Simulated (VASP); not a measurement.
A run of VASP 6.6.1:

INCAR

```
ALGO = Normal ; EDIFF = 1E-7
ENCUT = 520 ; GGA = PE
ISIF = 2 ; ISMEAR = -1
LASPH = T ; LCHARG = F
LREAL = F ; LWAVE = F
NBANDS = 10 ; NELM = 60
PREC = Accurate ; SIGMA = 0.08
```

KPOINTS

```
k-points
0
Gamma
  15 15 15
```

Contents of POSCAR:

```
Re
1.0
    2.1501318708      0.0000000000      0.0000000000
    0.0000000000      2.1501318708      0.0000000000
    0.0000000000      0.0000000000      2.1501318708
Re
1
Direct
    0.0000000000      0.0000000000      0.0000000000
```

Potentials or basis: VASP PAW PBE potentials, release 64 (Re).

Launch:

```bash
$ cat potpaw_PBE.64/Re/POTCAR > POTCAR
$ mpirun -np 1 vasp_std > vasp.out
```

Hardware: 1 thread of Intel Xeon 8259CL, on a shared host.

Task: Estimate the wall time of this run.

Result: Wall time 13 s on 1 thread of Intel Xeon 8259CL, with other jobs on the host, peak memory 0.12 GiB. Counts: scf iterations 12, k points 120.
